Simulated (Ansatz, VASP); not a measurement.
# Tc: VASP beside Ansatz

```
CELL_PARAMETERS angstrom
2.73652 0.00000 0.00000
-1.36826 2.36990 0.00000
0.00000 0.00000 4.37805
ATOMIC_POSITIONS crystal
Tc 0.33333 0.66667 0.25000
Tc 0.66667 0.33333 0.75000
```

Alike in both runs: task electric field gradients; functional r2SCAN; k mesh 18 × 18 × 10; occupations gaussian, width 0.05 eV; no spin polarisation.

|  | VASP | Ansatz |
| --- | --- | --- |
| version | VASP 6.6.1 | Ansatz 0.2.0 |
| potentials or method | VASP PAW PBE potentials, release 64 (Tc_pv), cutoff 520 eV | scalar-relativistic, plane waves, PAW |
| valence electrons in the cell | 26 | 30 |

|  | VASP | Ansatz | Ansatz less VASP |
| --- | --- | --- | --- |
| gap on the k mesh at the Fermi level (eV) | none | none | - |
| pressure (GPa) | 0.5 | 0.0 | -0.52 |
| traceless stress, the component that is largest in VASP (GPa) | 0.15 | 0.03 | -0.117 |
| size of Vzz on the site where it differs most (V/Å²) | 17.8 | 17.9 | +0.15 |

VASP's potentials were made for PBE, not for r2SCAN. A gap of «none» marks a metal or a gap that the smearing closes. The functional is the same, so the differences come from potentials, cutoffs and numerics. VASP's potentials hold 26 valence electrons a cell and Ansatz's 30, so a difference there can come from the potentials and not from the codes.
